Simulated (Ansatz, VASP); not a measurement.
Ag in VASP and in Ansatz

```
CELL_PARAMETERS angstrom
-1.57287 1.57287 1.73844
1.57287 -1.57287 1.73844
1.57287 1.57287 -1.73844
ATOMIC_POSITIONS crystal
Ag 0.00000 0.00000 0.00000
```

Change from the starting cell: strain -0.050 along x and y, +0.050 along z, atoms carried along.

Alike in both runs: task single point; functional r2SCAN; k mesh 20 × 20 × 20; occupations gaussian, width 0.15 eV; no spin polarisation.

|  | VASP | Ansatz |
| --- | --- | --- |
| version | VASP 6.6.1 | Ansatz 0.2.0 |
| potentials or method | VASP PAW PBE potentials, release 64 (Ag), cutoff 520 eV | scalar-relativistic, plane waves, PAW |
| valence electrons in the cell | 11 | 19 |

```tsv
	VASP	Ansatz	Ansatz less VASP
gap on the k mesh at the Fermi level (eV)	none	none	-
pressure (GPa)	1.4	1.2	-0.15
traceless stress, the component that is largest in VASP (GPa)	1.14	1.13	-0.017
```

VASP's potentials were made for PBE, not for r2SCAN. A gap of «none» marks a metal or a gap that the smearing closes. VASP's potentials hold 11 valence electrons a cell and Ansatz's 19, so a difference there can come from the potentials and not from the codes.
